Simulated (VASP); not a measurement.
GaN:

```xyz
4
Lattice="3.1800 0.0000 0.0000 -1.5900 2.7540 0.0000 0.0000 0.0000 5.1660" Properties=species:S:1:pos:R:3 pbc="T T T"
Ga    1.5900    0.9180    2.5830
Ga    0.0000    1.8360    0.0000
N     1.5900    0.9180    4.5203
N     0.0000    1.8360    1.9373
```

| Property | Result |
| --- | --- |
| Program | VASP 6.6.1 |
| Task | relaxation of cell and atoms |
| Functional | RPBE |
| Potentials or basis | VASP PAW PBE potentials, release 64 (Ga_d, N) |
| Cutoff | 600 eV |
| k mesh | 7 × 7 × 4 |
| Occupations | fermi-dirac, width 0.05 eV |
| Spin | no spin polarisation |

At the start: pressure 11.1 GPa; volume 11.31 Å³/atom.

Where does the relaxation end?

Over 3 steps the energy falls by 23.9 meV/atom and the volume is 12.03 Å³/atom (+6.4 %); space group P6_3mc (No. 186, to 0.05 Å).

Step by step:
```csv
step,energy change (eV),largest force (eV/Å),pressure (GPa),volume (Å³)
1,0.0000,0.1386,11.14,45.24
2,-0.0371,0.0456,-7.15,50.59
3,-0.0957,0.0122,-0.03,48.12
```

Final structure:
```cif
data_structure
_symmetry_space_group_name_H-M 'P 1'
_symmetry_Int_Tables_number 1
_cell_length_a 3.2419
_cell_length_b 3.2419
_cell_length_c 5.2868
_cell_angle_alpha 90.000
_cell_angle_beta 90.000
_cell_angle_gamma 120.000
_cell_volume 48.12
loop_
_atom_site_label
_atom_site_type_symbol
_atom_site_fract_x
_atom_site_fract_y
_atom_site_fract_z
_atom_site_occupancy
Ga1 Ga 0.66667 0.33333 0.49927 1
Ga2 Ga 0.33333 0.66667 0.99927 1
N1 N 0.66667 0.33333 0.87573 1
N2 N 0.33333 0.66667 0.37573 1
```

Caveat: the PAW data sets were made with another functional, which shifts forces and pressure a little.
